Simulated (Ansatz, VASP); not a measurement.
PbF2: VASP beside Ansatz

```xyz
3
Lattice="0.0000 2.9812 2.9812 2.9812 0.0000 2.9812 2.9812 2.9812 0.0000" Properties=species:S:1:pos:R:3 pbc="T T T"
Pb    0.0000    0.0000    0.0000
F     1.4906    1.4906    1.4906
F     4.4717    4.4717    4.4717
```

Alike in both runs: functional PBE; dispersion D3(BJ); k mesh 8 × 8 × 8; occupations gaussian, width 0.02 eV; no spin polarisation.

Ansatz relaxed the structure, and its values are those at the end. VASP's run is a single point on that final structure, the one shown.

|  | VASP | Ansatz |
| --- | --- | --- |
| version | VASP 6.6.1 | Ansatz 0.2.0 |
| potentials or method | VASP PAW PBE potentials, release 64 (Pb_d, F), cutoff 520 eV | scalar-relativistic, plane waves, PAW |
| valence electrons in the cell | 28 | 28 |

```csv
,VASP,Ansatz,Ansatz less VASP
gap on the k mesh at the Fermi level (eV),4.42,4.42,+0.004
least direct gap on the mesh (eV),4.56,4.57,+0.002
pressure (GPa),-0.2,0.0,+0.20
```

Ansatz's warnings: relaxed geometry near dispersion switch.

Spin-orbit coupling is off throughout.
